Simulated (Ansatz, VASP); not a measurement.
## Ga5N6: VASP beside Ansatz

```
N Ga
1.0
     3.18073    0.00000    0.00000
     0.00000    3.18073    0.00000
     0.00000    0.00000   26.24558
N Ga
6 5
Direct
  0.00000 0.50000 0.28576
  0.50000 0.00000 0.37146
  0.00000 0.50000 0.45715
  0.50000 0.00000 0.54285
  0.00000 0.50000 0.62854
  0.50000 0.00000 0.71424
  0.50000 0.50000 0.32861
  0.00000 0.00000 0.41430
  0.50000 0.50000 0.50000
  0.00000 0.00000 0.58570
  0.50000 0.50000 0.67139
```

Alike in both runs: task single point; functional PBEsol; k mesh 8 × 8 × 1; occupations gaussian, width 0.05 eV; no spin polarisation.

|  | VASP | Ansatz |
| --- | --- | --- |
| version | VASP 6.6.1 | Ansatz 0.2.0 |
| potentials or method | VASP PAW PBE potentials, release 64 (N, Ga_d), cutoff 520 eV | scalar-relativistic, plane waves, PAW |
| valence electrons in the cell | 95 | 95 |

Ansatz gave:

```
gap on the k mesh at the Fermi level (eV)  : none
rms of the force components (eV/Å)         : 0.563
work function, face that differs most (eV) : 8.27
```

Task: Estimate VASP's values.

Result: gap on the k mesh at the Fermi level (eV): none; rms of the force components (eV/Å): 0.569; work function, face that differs most (eV): 8.27.

VASP's potentials were made for PBE, not for PBEsol. A gap of «none» marks a metal or a gap that the smearing closes. The functional is the same, so the differences come from potentials, cutoffs and numerics.
